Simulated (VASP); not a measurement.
Input of a VASP 6.6.1 run:

INCAR

```
PREC = Accurate
ENCUT = 520
EDIFF = 1E-7
ISMEAR = -1
SIGMA = 0.02
LREAL = F
LASPH = T
NELM = 80
ALGO = Normal
ISIF = 2
LWAVE = F
LCHARG = T
GGA = PE
LELF = T
LVHAR = T
NBANDS = 26
```

KPOINTS

```
Automatic mesh
0
Gamma
  12 12 4
```

Contents of POSCAR:

```
SiC
1.0
    2.9852283820      0.0000000000      0.0000000000
   -1.4926141910      2.5852836149      0.0000000000
    0.0000000000      0.0000000000     10.1343944590
Si C
4 4
Direct
    0.0000000000      0.0000000000      0.0008645021
    0.3333333333      0.6666666667      0.2508640425
    0.0000000000      0.0000000000      0.5008645021
    0.6666666667      0.3333333333      0.7508640425
    0.0000000000      0.0000000000      0.1863790325
    0.3333333333      0.6666666667      0.4368924229
    0.0000000000      0.0000000000      0.6863790325
    0.6666666667      0.3333333333      0.9368924229
```

Potentials or basis: VASP PAW PBE potentials, release 64 (Si, C).

Command:

```bash
$ cat potpaw_PBE.64/Si/POTCAR potpaw_PBE.64/C/POTCAR > POTCAR
$ mpirun -np 1 vasp_std > vasp.out
```

Problem. Predict the band gap on the k mesh.

Solution. 1.96 eV, indirect (least direct gap 3.20 eV).

Problem. What does it give for the largest force?

Solution. 0.048 eV/Å.

Problem. What does it give for the pressure?

Solution. 17.5 GPa.

Forces on the atoms (eV/Å):
```
Si   0.000  0.000  0.047
Si   0.000  0.000  0.043
Si   0.000  0.000  0.047
Si   0.000  0.000  0.043
C    0.000  0.000 -0.041
C    0.000  0.000 -0.048
C    0.000  0.000 -0.041
C    0.000  0.000 -0.048
```

Caveat: the cell differs from its parent crystal (epitaxial xy strain -3.0%). A k mesh can miss the band edges.
